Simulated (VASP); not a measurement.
Write the native input for VASP 6.6.1 that does the following.

```
Task                   : single point
Functional             : PBE
Potentials or basis    : VASP PAW PBE potentials, release 64 (Ca_sv, F)
Cutoff                 : 600 eV
k mesh                 : 8 × 8 × 8
Occupations            : fermi-dirac, width 0.02 eV
Spin                   : no spin polarisation
Dipole correction      : no
Further INCAR settings : ALGO = Normal; EDIFF = 1e-06; NBANDS = 19
```

The structure of CaF2 lies in POSCAR:

```
CaF2
1.0
    0.0000000000      2.6108092549      2.7876292019
    2.6108092549      0.0000000000      2.7876292019
    2.6108092549      2.6108092549      0.0000000000
Ca F
1 2
Direct
    0.0000000000      0.0000000000      0.0000000000
    0.2500000000      0.2500000000      0.2500000000
    0.7500000000      0.7500000000      0.7500000000
```

This cell differs from its parent crystal: epitaxial xy strain -4.0%.

One way to write it, as run:

INCAR

```
SYSTEM = CaF2
  ALGO = Normal
  EDIFF = 1E-6
  ENCUT = 600
  GGA = PE
  GGA_COMPAT = .False.
  ISIF = 2
  ISMEAR = -1
  LASPH = .True.
  LCHARG = .False.
  LREAL = .False.
  LWAVE = .False.
  NBANDS = 19
  NELM = 120
  PREC = Accurate
  SIGMA = 0.02
```

KPOINTS

```
k-points
0
Gamma
  8 8 8
  0 0 0
```

Potentials or basis: VASP PAW PBE potentials, release 64 (Ca_sv, F).

Command:

```bash
$ cat potpaw_PBE.64/Ca_sv/POTCAR potpaw_PBE.64/F/POTCAR > POTCAR
$ mpirun -np 1 vasp_std > vasp.out
```

Results of the run:

```
Pressure               : 9.6 GPa
Band gap on the k mesh : 7.43 eV (least direct gap 7.68 eV)
```

Caveat: the cell differs from its parent crystal (epitaxial xy strain -4.0%); the cell stands under pressure.

It took 52 s on 1 thread of Intel Xeon 8259CL (shared host), peak memory 0.21 GiB.
